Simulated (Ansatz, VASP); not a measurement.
## One calculation of Hg, two programs

File INCAR:

```
SYSTEM = Hg
ALGO     = Normal         ! electronic algorithm
EDIFF    = 1E-6           ! SCF threshold, eV
ENCUT    = 520            ! plane-wave cutoff, eV
GGA      = PE             ! functional
ISIF     = 2              ! what is computed and relaxed
ISMEAR   = -1             ! smearing method
LASPH    = .True.         ! aspherical terms in the spheres
LCHARG   = .False.        ! write CHGCAR
LREAL    = .False.        ! projectors in reciprocal space
LWAVE    = .False.        ! write WAVECAR
NBANDS   = 19             ! bands
NELM     = 80             ! most SCF steps
PREC     = Accurate       ! precision mode
SIGMA    = 0.05           ! smearing width, eV
```

The input KPOINTS:

```
k-points
0
Gamma
  8 8 8
  0 0 0
```

The input POSCAR:

```
Hg
1.0
    0.0000000000      3.3303445432      3.3303445432
    3.3303445432      0.0000000000      3.3303445432
    3.3303445432      3.3303445432      0.0000000000
Hg
2
Direct
   -0.2150000000     -0.0950000000     -0.0950000000
    0.2150000000      0.0950000000      0.0950000000
```

Input for Ansatz:

```yaml
crystal:
  lattice:
    - [0.0, 3.3303445432, 3.3303445432]
    - [3.3303445432, 0.0, 3.3303445432]
    - [3.3303445432, 3.3303445432, 0.0]
  atoms:
    - { symbol: Hg, position: [-0.215, -0.095, -0.095] }
    - { symbol: Hg, position: [0.215, 0.095, 0.095] }
kpoints:
  mp_grid: { grid: [8, 8, 8] }
scf:
  occupations: { method: fermi_dirac, width: 0.05 }
hamiltonian:
  xc: pbe
  pseudopotentials: { kind: all_electron, lapw: { basis_error: 0.001 } }
output:
  forces: true
  stress: true
  eigenvalues: true
  populations: true
```

Change from the starting cell: shortest bond scaled by 0.76, LAPW.

Alike in both runs: task single point; functional PBE; k mesh 8 × 8 × 8; occupations fermi-dirac, width 0.05 eV; no spin polarisation.

```csv
,VASP,Ansatz
version,VASP 6.6.1,Ansatz 0.2.0
potentials or method,"VASP PAW PBE potentials, release 64 (Hg), cutoff 520 eV","all-electron LAPW, scalar-relativistic"
```

```csv
,VASP,Ansatz,Ansatz less VASP
pressure (GPa),17.4,16.3,-1.14
"traceless stress, the component that is largest in VASP (GPa)",-19.39,-18.21,+1.180
rms of the force components (eV/Å),6.918,6.493,-0.4252
```

Atom by atom the forces differ by 0.425 eV/Å (rms over components). Ansatz ran all-electron here, and VASP with PAW potentials.

Spin-orbit coupling is off throughout.
